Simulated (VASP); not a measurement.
Set up this calculation in VASP 6.6.1, as the native input.

```yaml
Task: single point
Functional: PBE
Potentials_or_basis: VASP PAW PBE potentials, release 64 (Na_pv, F)
Cutoff: 520 eV
k_mesh: 8 × 8 × 8
Occupations: fermi-dirac, width 0.02 eV
Spin: no spin polarisation
Dipole_correction: no
Further_INCAR_settings: ALGO = Normal; EDIFF = 1e-06; NBANDS = 14
```

The structure of NaF lies in POSCAR:

```
NaF
1.0
    0.0000000000      2.6674432209      2.5312613597
    2.6674432209      0.0000000000      2.5312613597
    2.6674432209      2.6674432209      0.0000000000
Na F
1 1
Direct
    0.0000000000      0.0000000000      0.0000000000
    0.2500000000      0.2500000000      0.2500000000
```

This cell differs from its parent crystal: biaxial xy strain +5.4%.

These files were run (other wordings do the same):

INCAR

```
PREC = Accurate
ENCUT = 520
EDIFF = 1E-6
ISMEAR = -1
SIGMA = 0.02
LREAL = False
LASPH = True
NELM = 80
ALGO = Normal
ISIF = 2
LWAVE = False
LCHARG = True
GGA = PE
LELF = True
LVHAR = True
NBANDS = 14
```

KPOINTS

```
regular mesh
0
Gamma
  8 8 8
```

Potentials or basis: VASP PAW PBE potentials, release 64 (Na_pv, F).

The run is started by

```sh
$ cat potpaw_PBE.64/Na_pv/POTCAR potpaw_PBE.64/F/POTCAR > POTCAR
$ mpirun -np 1 vasp_std > vasp.out
```

Results of the run:

```json
{
 "Pressure": "-1.5 GPa",
 "Band gap on the k mesh": "5.25 eV, direct"
}
```

Caveat: the cell differs from its parent crystal (biaxial xy strain +5.4%).

Wall time 25 s on 1 thread of AMD EPYC 7R13 Processor (Zen 3), with other jobs on the host, peak memory 0.13 GiB.
